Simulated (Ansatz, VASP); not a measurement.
Two plane-wave programs on TiSi2

```
Ti Si
1.0
     1.67994   -6.72653    0.00000
     1.67994    6.72653    0.00000
     0.00000    0.00000    3.39685
Ti Si
2 4
Direct
  0.89751 0.10249 0.75000
  0.10249 0.89751 0.25000
  0.55998 0.44002 0.75000
  0.44002 0.55998 0.25000
  0.24972 0.75028 0.75000
  0.75028 0.24972 0.25000
```

Change from the starting cell: volume 12.795 Å^3 an atom, stretch along b over the lengths across it, relative to the relaxed cell 1.0549.

Alike in both runs: task single point; functional PBEsol; k mesh 14 × 14 × 12; occupations gaussian, width 0.15 eV; no spin polarisation.

|  | VASP | Ansatz |
| --- | --- | --- |
| version | VASP 6.6.1 | Ansatz 0.2.0 |
| potentials or method | VASP PAW PBE potentials, release 64 (Ti_sv, Si), cutoff 520 eV | scalar-relativistic, plane waves, PAW |
| valence electrons in the cell | 40 | 40 |

VASP gave:

```
gap on the k mesh at the Fermi level (eV)                     : none
pressure (GPa)                                                : 16.9
traceless stress, the component that is largest in VASP (GPa) : -12.39
rms of the force components (eV/Å)                            : 0.100
```

Problem. What did Ansatz give for the same quantities?

Solution. gap on the k mesh at the Fermi level (eV): none; pressure (GPa): 16.8; traceless stress, the component that is largest in VASP (GPa): -12.33; rms of the force components (eV/Å): 0.100.

VASP's potentials were made for PBE, not for PBEsol, and Ansatz warns of the same on its side. Atom by atom the forces differ by 0.000 eV/Å (rms over components). A gap of «none» marks a metal or a gap that the smearing closes.
